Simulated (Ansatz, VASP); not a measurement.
Two plane-wave programs on Ag

```
Ag
1.0
     0.00000    1.97921    2.17713
     1.97921    0.00000    2.17713
     1.97921    1.97921    0.00000
Ag
1
Direct
  0.00000 0.00000 0.00000
```

Alike in both runs: task single point; functional r2SCAN; k mesh 22 × 22 × 22; occupations gaussian, width 0.15 eV; no spin polarisation.

```csv
,VASP,Ansatz
version,VASP 6.6.1,Ansatz 0.2.0
potentials or method,"VASP PAW PBE potentials, release 64 (Ag), cutoff 520 eV","scalar-relativistic, plane waves, PAW"
valence electrons in the cell,11,19
```

```csv
,VASP,Ansatz,Ansatz less VASP
gap on the k mesh at the Fermi level (eV),none,none,-
pressure (GPa),2.0,1.8,-0.16
"traceless stress, the component that is largest in VASP (GPa)",-3.36,-3.30,+0.062
```

VASP's potentials were made for PBE, not for r2SCAN. A gap of «none» marks a metal or a gap that the smearing closes. VASP's potentials hold 11 valence electrons a cell and Ansatz's 19, so a difference there can come from the potentials and not from the codes.
